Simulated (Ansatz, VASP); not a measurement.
# B in VASP and in Ansatz

The input INCAR:

```
  PREC = Accurate
  ENCUT = 520
  EDIFF = 1E-6
  ISMEAR = -1
  SIGMA = 0.05
  LREAL = False
  LASPH = True
  NELM = 100
  ALGO = Normal
  ISIF = 2
  LWAVE = False
  LCHARG = True
  GGA = PE
  LELF = True
  LVHAR = True
  NBANDS = 8
```

File KPOINTS:

```
Automatic mesh
0
Gamma
  24 24 24
```

File POSCAR:

```
B
1.0
    0.0000000000      1.3077880098      1.3077880098
    1.3077880098      0.0000000000      1.3077880098
    1.3077880098      1.3077880098      0.0000000000
B
1
Direct
    0.0000000000      0.0000000000      0.0000000000
```

Input for Ansatz:

```yaml
crystal:
  lattice:
    - [0.0, 1.3077880098, 1.3077880098]
    - [1.3077880098, 0.0, 1.3077880098]
    - [1.3077880098, 1.3077880098, 0.0]
  atoms:
    - { symbol: B, position: [0.0, 0.0, 0.0] }
kpoints:
  mp_grid: { grid: [24, 24, 24] }
scf:
  occupations: { method: fermi_dirac, width: 0.05 }
hamiltonian:
  xc: pbe
  pseudopotentials: { kind: all_electron, lapw: { basis_error: 0.001 } }
output:
  forces: true
  stress: true
  eigenvalues: true
  populations: true
```

Change from the starting cell: volume scaled by 0.76, LAPW.

Alike in both runs: task single point; functional PBE; k mesh 24 × 24 × 24; occupations fermi-dirac, width 0.05 eV; no spin polarisation.

```csv
,VASP,Ansatz
version,VASP 6.6.1,Ansatz 0.2.0
potentials or method,"VASP PAW PBE potentials, release 64 (B), cutoff 520 eV","all-electron LAPW, scalar-relativistic"
```

```tsv
	VASP	Ansatz	Ansatz less VASP
pressure (GPa)	123.4	123.3	-0.11
```

Both programs put the cell under a high pressure, so it lies far from rest at this level. Ansatz ran all-electron here, and VASP with PAW potentials.

Noted on VASP's run: the cell as given lies far from equilibrium.
